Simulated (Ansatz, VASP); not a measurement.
Two plane-wave programs on BRu3

Contents of INCAR:

```
ALGO = Normal
EDIFF = 1E-6
ENCUT = 500
GGA = PE
GGA_COMPAT = F
ISIF = 2
ISMEAR = 0
ISPIN = 2
LASPH = T
LCHARG = T
LELF = T
LMAXMIX = 4
LORBIT = 11
LREAL = F
LVHAR = T
LWAVE = F
MAGMOM = 0 0 1 1 1 1 1 1
NBANDS = 59
NELM = 200
PREC = Accurate
SIGMA = 0.1
```

KPOINTS

```
k-points
0
Gamma
  4 4 4
```

POSCAR

```
BRu3
1.0
    4.6373626543      0.0000000000      0.0000000000
    0.0000000000      4.6373626543      0.0000000000
    0.0000000000      0.0000000000      4.6373626543
B Ru
2 6
Direct
    0.0000000000      0.0000000000      0.0000000000
    0.5000000000      0.5000000000      0.5000000000
    0.2500000000      0.0000000000      0.5000000000
    0.5000000000      0.7500000000      0.0000000000
    0.7500000000      0.0000000000      0.5000000000
    0.5000000000      0.2500000000      0.0000000000
    0.0000000000      0.5000000000      0.7500000000
    0.0000000000      0.5000000000      0.2500000000
```

Input for Ansatz:

```yaml
crystal:
  lattice:
    - [4.6373626543, 0.0, 0.0]
    - [0.0, 4.6373626543, 0.0]
    - [0.0, 0.0, 4.6373626543]
  atoms:
    - { symbol: B, position: [0.0, 0.0, 0.0] }
    - { symbol: B, position: [0.5, 0.5, 0.5] }
    - { symbol: Ru, position: [0.25, 0.0, 0.5], spin: 1.0 }
    - { symbol: Ru, position: [0.5, 0.75, 0.0], spin: 1.0 }
    - { symbol: Ru, position: [0.75, 0.0, 0.5], spin: 1.0 }
    - { symbol: Ru, position: [0.5, 0.25, 0.0], spin: 1.0 }
    - { symbol: Ru, position: [0.0, 0.5, 0.75], spin: 1.0 }
    - { symbol: Ru, position: [0.0, 0.5, 0.25], spin: 1.0 }
basis:
  ecutwfc: 420
kpoints:
  mp_grid: { grid: [4, 4, 4] }
hamiltonian:
  xc: pbe
scf:
  occupations: { method: gaussian, width: 0.1 }
  lower_state_search: "off"
output:
  forces: true
  stress: true
  eigenvalues: true
  populations: true
magnetization:
  spin_polarized: true
```

Change from the starting cell: species swapped into the Cr3Ga type (Pm-3n, No. 223).

Alike in both runs: task single point; functional PBE; k mesh 4 × 4 × 4; occupations gaussian, width 0.1 eV; collinear spin.

|  | VASP | Ansatz |
| --- | --- | --- |
| version | VASP 6.6.1 | Ansatz 0.2.0 |
| potentials or method | VASP PAW PBE potentials, release 64 (B, Ru_pv), cutoff 500 eV | scalar-relativistic, plane waves, PAW |
| valence electrons in the cell | 90 | 102 |

|  | VASP | Ansatz | Ansatz less VASP |
| --- | --- | --- | --- |
| gap on the k mesh at the Fermi level (eV) | none | none | - |
| pressure (GPa) | 0.2 | 0.0 | -0.19 |
| net moment per atom (μB) | 0.00 | 0.00 | 0.000 |

A gap of «none» marks a metal or a gap that the smearing closes. With one functional, cell and mesh, what is left measures potentials, basis and numerics. VASP's potentials hold 90 valence electrons a cell and Ansatz's 102, so a difference there can come from the potentials and not from the codes. Ansatz's warnings: seeded moment not kept.
